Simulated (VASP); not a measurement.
Ru: single point with PBE

The system is Ru.

```
CELL_PARAMETERS angstrom
0.00000 1.90336 1.90336
1.90336 0.00000 1.90336
1.90336 1.90336 0.00000
ATOMIC_POSITIONS crystal
Ru 0.00000 0.00000 0.00000
```

| Item | Value |
| --- | --- |
| Program | VASP 6.6.1 |
| Task | single point |
| Functional | PBE |
| Potentials or basis | VASP PAW PBE potentials, release 64 (Ru_pv) |
| Cutoff | 520 eV |
| k mesh | 8 × 8 × 8 |
| Occupations | gaussian, width 0.05 eV |
| Spin | no spin polarisation |

```json
{
 "Pressure": "-0.1 GPa",
 "Band gap on the k mesh": "zero (band 7 reaches 14.69 eV, above the bottom of band 8 at 11.63 eV)"
}
```

Levels at points of the mesh, in eV from the Fermi level:
```
           k point  band 3  band 4  band 5  band 6  band 7  band 8  band 9  band 10  band 11  band 12
(0.00, 0.00, 0.00)  -42.26   -7.67   -2.37   -2.37   -2.37    0.03    0.03    10.73    15.22    20.87
(0.50, 0.00, 0.00)  -42.40   -5.80   -2.49   -2.49    1.16    1.86    1.86    10.05    10.74    14.81
(0.50, 0.50, 0.00)  -42.63   -6.10   -5.63    1.81    2.36    2.36    3.77    10.73    13.52    13.52
```

It took 6.3 s on 1 thread of Intel Xeon 8259CL, on a shared host, peak memory 0.12 GiB.
